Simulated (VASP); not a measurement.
# SiNi (Pmmn) in VASP: notebook, part 2 of 2

VASP 6.6.1. Earlier steps stand in the parts before.

### 3 Single point, PBE (the distance across one plane changed)

INCAR

```
ALGO = Fast ; EDIFF = 1E-6
ENCUT = 520 ; GGA = PE
ISIF = 2 ; ISMEAR = 0
LASPH = T ; LCHARG = F
LREAL = F ; LWAVE = F
NBANDS = 54 ; NELM = 60
PREC = Accurate ; SIGMA = 0.15
```

KPOINTS

```
k-points
0
Gamma
  15 14 4
```

POSCAR

```
SiNi
1.0
   -3.0552835563      0.0000000000      0.0000000000
    0.0000000000     -3.2583147307      0.0000000000
    0.0000000000      0.0000000000     15.1281698886
Si Ni
6 6
Direct
    0.5000000000      0.5000000000      0.1068481358
    0.5000000000      0.5000000000      0.4181475195
    0.5000000000      0.5000000000      0.7294469032
    0.0000000000      0.0000000000      0.8270811453
    0.0000000000      0.0000000000      0.2044823779
    0.0000000000      0.0000000000      0.5157817616
    0.5000000000      0.5000000000      0.8848236648
    0.5000000000      0.5000000000      0.2622248974
    0.5000000000      0.5000000000      0.5735242811
    0.0000000000      0.0000000000      0.0491056162
    0.0000000000      0.0000000000      0.3604049999
    0.0000000000      0.0000000000      0.6717043836
```

Potentials or basis: VASP PAW PBE potentials, release 64 (Si, Ni).

Run with:

```
cat potpaw_PBE.64/Si/POTCAR potpaw_PBE.64/Ni/POTCAR > POTCAR
mpirun -np 1 vasp_std > vasp.out
```

OUTCAR:

```text
EDIFF = 1E-6
   ENCUT = 520
   GGA = PE
   ISIF = 2
   ISMEAR = 0
   LASPH = T
   LREAL = F
   NELM = 60
   PREC = Accurate

 ion  position               nearest neighbor table
   1  0.500  0.500  0.107-   8 2.35  10 2.40  10 2.40  10 2.40  10 2.40   5 2.68   5 2.68   5 2.68
                             5 2.68
   2  0.500  0.500  0.418-   9 2.35   8 2.36  11 2.40  11 2.40  11 2.40  11 2.40   6 2.68   6 2.68
                             6 2.68   6 2.68
   3  0.500  0.500  0.729-   7 2.35   9 2.36  12 2.40  12 2.40  12 2.40  12 2.40   4 2.68   4 2.68
                             4 2.68   4 2.68
   4  0.000  0.000  0.827-  12 2.35   7 2.40   7 2.40   7 2.40   7 2.40   3 2.68   3 2.68   3 2.68
                             3 2.68
   5  0.000  0.000  0.204-  10 2.35  11 2.36   8 2.40   8 2.40   8 2.40   8 2.40   1 2.68   1 2.68
                             1 2.68   1 2.68
   6  0.000  0.000  0.516-  11 2.35  12 2.36   9 2.40   9 2.40   9 2.40   9 2.40   2 2.68   2 2.68
                             2 2.68   2 2.68
   7  0.500  0.500  0.885-   3 2.35   4 2.40   4 2.40   4 2.40   4 2.40
   8  0.500  0.500  0.262-   1 2.35   2 2.36   5 2.40   5 2.40   5 2.40   5 2.40  11 2.68  11 2.68
                            11 2.68  11 2.68
   9  0.500  0.500  0.574-   2 2.35   3 2.36   6 2.40   6 2.40   6 2.40   6 2.40  12 2.68  12 2.68
                            12 2.68  12 2.68
  10  0.000  0.000  0.049-   5 2.35   1 2.40   1 2.40   1 2.40   1 2.40
  11  0.000  0.000  0.360-   6 2.35   5 2.36   2 2.40   2 2.40   2 2.40   2 2.40   8 2.68   8 2.68
                             8 2.68   8 2.68
  12  0.000  0.000  0.672-   4 2.35   6 2.36   3 2.40   3 2.40   3 2.40   3 2.40   9 2.68   9 2.68
                             9 2.68   9 2.68

  LATTYP: Found a simple orthorhombic cell.
 ALAT       =     3.0552835563
 B/A-ratio  =     1.0664524816
 C/A-ratio  =     4.9514781885

  Lattice vectors:

 A1 = (  -3.0552835563,   0.0000000000,   0.0000000000)
 A2 = (   0.0000000000,  -3.2583147307,   0.0000000000)
 A3 = (   0.0000000000,   0.0000000000,  15.1281698886)

Analysis of symmetry for initial positions (statically):
[... 180 lines left out ...]
 Gauss-broadening in eV      SIGMA  =   0.15
  energy-cutoff  :      520.00
  volume of cell :      150.60
 maximum number of plane-waves:      4100
 NGX is ok and might be reduce to    24
   NGX = 11   NGY = 13   NGZ = 57

 number of electron      84.0000054 magnetization

 Free energy of the ion-electron system (eV)
  ---------------------------------------------------
  ext. energy  EPLUGINS =         0.00000000
  ---------------------------------------------------
  free energy    TOTEN  =       -69.69335995 eV

  energy without entropy =      -69.65143185  energy(sigma->0) =      -69.67239590

 E-fermi :  10.0841     XC(G=0): -12.0097

 val. band max:       10.0807461016   @ k =   0.3333   0.4286   0.0000
 cond. band min:      10.0854650904   @ k =   0.0000   0.2143   0.2500
 fundamental gap:      0.0047189888
 Fermi energy:        10.0841323432

 k-point     1 :       0.0000    0.0000    0.0000
  band No.  band energies     occupation
      1      -3.5126      2.00000
      2      -3.0919      2.00000
      3      -2.9039      2.00000
      4       0.1097      2.00000
      5       0.9176      2.00000
      6       2.0808      2.00000
[... 1357 lines left out ...]
     53      14.0847      0.00000
     54      14.4423      0.00000

 [... further k-points ...]

------------------------ aborting loop because EDIFF is reached ----------------------------------------

  FORCE on cell =-STRESS in cart. coord.  units (eV):
  Direction    XX          YY          ZZ          XY          YZ          ZX
  --------------------------------------------------------------------------------------
  -------------------------------------------------------------------------------------
  Total       -3.2648339     -3.4424726     -4.2652703      0.0000000      0.0000000      0.0000000
  in kB      -34.7328746    -36.6226808    -45.3759982      0.0000000      0.0000000      0.0000000
  external PRESSURE =     -38.9105179 kB  Pullay stress =       0.0000000 kB

 VOLUME and BASIS-vectors are now :
 -----------------------------------------------------------------------------
  energy-cutoff  :      520.00
  volume of cell :      150.60
      direct lattice vectors                 reciprocal lattice vectors
    -3.055283556  0.000000000  0.000000000    -0.327301863  0.000000000  0.000000000
     0.000000000 -3.258314731  0.000000000     0.000000000 -0.306907123  0.000000000
     0.000000000  0.000000000 15.128169889     0.000000000  0.000000000  0.066101849

 POSITION                                       TOTAL-FORCE (eV/Angst)
 -----------------------------------------------------------------------------------
     -1.52764     -1.62916      1.61642         0.000000      0.000000     -1.007773
     -1.52764     -1.62916      6.32581         0.000000      0.000000     -0.059633
     -1.52764     -1.62916     11.03520         0.000000      0.000000      0.143913
      0.00000      0.00000     12.51222         0.000000      0.000000      1.007773
      0.00000      0.00000      3.09344         0.000000      0.000000     -0.143913
      0.00000      0.00000      7.80283         0.000000      0.000000      0.059633
     -1.52764     -1.62916     13.38576         0.000000      0.000000      0.036747
     -1.52764     -1.62916      3.96698         0.000000      0.000000      0.126078
     -1.52764     -1.62916      8.67637         0.000000      0.000000     -0.035882
      0.00000      0.00000      0.74288         0.000000      0.000000     -0.036747
      0.00000      0.00000      5.45227         0.000000      0.000000      0.035882
      0.00000      0.00000     10.16166         0.000000      0.000000     -0.126078
 -----------------------------------------------------------------------------------
    total drift:                               -0.000000      0.000000      0.000015

  FREE ENERGIE OF THE ION-ELECTRON SYSTEM (eV)
  ---------------------------------------------------
  free  energy   TOTEN  =       -69.6933599515 eV

  energy  without entropy=      -69.6514318484  energy(sigma->0) =      -69.67239590
```

OSZICAR:

```text
N       E                     dE             d eps       ncg     rms          rms(c)
DAV:   1     0.598299997208E+03    0.59830E+03   -0.35174E+04 20736   0.181E+03
DAV:   2    -0.170772822581E+02   -0.61538E+03   -0.59103E+03 20736   0.397E+02
DAV:   3    -0.772110830723E+02   -0.60134E+02   -0.56591E+02 22546   0.144E+02
[... 11 lines left out ...]
RMM:  15    -0.696933278894E+02   -0.83208E-04   -0.19225E-03 25381   0.265E-01    0.139E-01
RMM:  16    -0.696933455155E+02   -0.17626E-04   -0.69407E-04 26309   0.138E-01    0.485E-02
RMM:  17    -0.696933552326E+02   -0.97171E-05   -0.26405E-04 25461   0.841E-02    0.205E-02
RMM:  18    -0.696933577278E+02   -0.24953E-05   -0.79925E-05 24069   0.532E-02    0.161E-02
RMM:  19    -0.696933601240E+02   -0.23961E-05   -0.35630E-05 26467   0.287E-02    0.562E-03
RMM:  20    -0.696933599515E+02    0.17250E-06   -0.49321E-06 17314   0.986E-03
   1 F= -.69693360E+02 E0= -.69672396E+02  d E =-.419281E-01
```

Run time: 42 min. Hardware: 1 thread of Oxide Virtual Turin-like, shared host; peak memory 1 GiB.

Results:

```
Free energy            : -69.6934 eV
Pressure               : -3.9 GPa
Largest force          : 1.008 eV/Å
Band gap on the k mesh : zero (bands 42 and 43 overlap by 1.76 eV)
```

Forces on the atoms (eV/Å):
```
Si   0.000  0.000 -1.008
Si   0.000  0.000 -0.060
Si   0.000  0.000  0.144
Si   0.000  0.000  1.008
Si   0.000  0.000 -0.144
Si   0.000  0.000  0.060
Ni   0.000  0.000  0.037
Ni   0.000  0.000  0.126
Ni   0.000  0.000 -0.036
Ni   0.000  0.000 -0.037
Ni   0.000  0.000  0.036
Ni   0.000  0.000 -0.126
```

Levels at points of the mesh, in eV from the Fermi level:
```tsv
k point	band 38	band 39	band 40	band 41	band 42	band 43	band 44	band 45	band 46	band 47
(0.00, 0.00, 0.00)	-0.55	-0.19	0.09	0.38	0.86	0.98	1.63	2.11	2.79	2.95
(0.00, 0.50, 0.00)	-1.90	-1.85	-1.85	-1.53	-1.53	0.98	0.98	2.83	2.83	3.61
(0.00, 0.00, 0.50)	-1.34	-0.47	0.18	0.90	1.20	1.47	1.49	2.26	2.67	2.72
(0.00, 0.50, 0.50)	-1.89	-1.85	-1.85	-1.53	-1.53	1.24	1.24	2.02	2.02	4.55
```

Caveat: the cell differs from its parent crystal (the distance across one plane changed); the cell stands under tension; forces of over 1 eV/Å act on the atoms, so gaps and moduli don't describe the material at rest. Spin polarisation is off, so any magnetic state and its effect on volume and gap are missing.

### 4 Single point, PBE (the distance across one plane changed)

INCAR

```
SYSTEM = SiNi
ALGO = Fast
EDIFF = 1E-6
ENCUT = 520
GGA = PE
ISIF = 2
ISMEAR = 0
LASPH = .True.
LCHARG = .False.
LREAL = .False.
LWAVE = .False.
NBANDS = 54
NELM = 80
PREC = Accurate
SIGMA = 0.15
```

KPOINTS

```
k-points
0
Gamma
  15 14 4
  0 0 0
```

POSCAR

```
SiNi
1.0
   -3.0552835563      0.0000000000      0.0000000000
    0.0000000000     -3.2583147307      0.0000000000
    0.0000000000      0.0000000000     14.6281698886
Si Ni
6 6
Direct
    0.5000000000      0.5000000000      0.1105002719
    0.5000000000      0.5000000000      0.4324400633
    0.5000000000      0.5000000000      0.7543798547
    0.0000000000      0.0000000000      0.8553512964
    0.0000000000      0.0000000000      0.2114717135
    0.0000000000      0.0000000000      0.5334115049
    0.5000000000      0.5000000000      0.9150674914
    0.5000000000      0.5000000000      0.2711879085
    0.5000000000      0.5000000000      0.5931276999
    0.0000000000      0.0000000000      0.0507840769
    0.0000000000      0.0000000000      0.3727238683
    0.0000000000      0.0000000000      0.6946636597
```

Run with:

```
cat potpaw_PBE.64/Si/POTCAR potpaw_PBE.64/Ni/POTCAR > POTCAR
mpirun -np 1 vasp_std > vasp.out
```

It took 43 min on 1 thread of Oxide Virtual Turin-like, shared host; peak memory 0.98 GiB.

The run converged. Its results:

```yaml
Free_energy: -70.3270 eV
Pressure: -3.5 GPa
Largest_force: 0.895 eV/Å
Band_gap_on_the_k_mesh: zero (bands 42 and 43 overlap by 1.66 eV)
```

Forces on the atoms (eV/Å):
```
Si   0.000  0.000 -0.895
Si   0.000  0.000 -0.046
Si   0.000  0.000  0.102
Si   0.000  0.000  0.895
Si   0.000  0.000 -0.102
Si   0.000  0.000  0.046
Ni   0.000  0.000  0.499
Ni   0.000  0.000  0.078
Ni   0.000  0.000 -0.019
Ni   0.000  0.000 -0.499
Ni   0.000  0.000  0.019
Ni   0.000  0.000 -0.078
```

Stress tensor (GPa, compression positive):
```
-2.93  0.00  0.00
 0.00 -2.74  0.00
 0.00  0.00 -4.77
```

Levels at points of the mesh, in eV from the Fermi level:
```
           k point  band 39  band 40  band 41  band 42  band 43  band 44  band 45  band 46
(0.00, 0.00, 0.00)     0.00     0.26     0.40     0.76     0.78     1.64     1.95     2.78
(0.00, 0.50, 0.00)    -1.87    -1.87    -1.67    -1.67     1.13     1.13     3.21     3.21
(0.00, 0.00, 0.50)    -0.47    -0.06     0.90     1.25     1.28     1.74     2.28     2.44
(0.00, 0.50, 0.50)    -1.87    -1.87    -1.67    -1.67     1.57     1.57     1.99     1.99
```

Caveat: the cell differs from its parent crystal (the distance across one plane changed); the cell stands under tension.

### 5 Summary

```csv
cell,gap on the mesh (eV),pressure (GPa),largest force (eV/Å)
"a = 3.055, b = 3.258, c = 13.828 Å, 12 atoms",none,6.7,2.71
"a = 3.055, b = 3.258, c = 15.128 Å, 12 atoms",none,-3.9,1.01
"a = 3.055, b = 3.258, c = 14.628 Å, 12 atoms",none,-3.5,0.89
```

Alike in all rows: task single point; level PBE; potentials or basis VASP PAW PBE potentials, release 64 (Si, Ni); no spin polarisation; k mesh 15 × 14 × 4; cutoff (eV) 520; smearing gaussian 0.15 eV.

Caveats: forces of over 1 eV/Å act on the atoms, so gaps and moduli don't describe the material at rest (at least some runs); the cell stands under tension (at least some runs); the cell stands under pressure (at least some runs).

Total energies depend on the potentials used, so only differences within one code and one set of settings carry meaning.
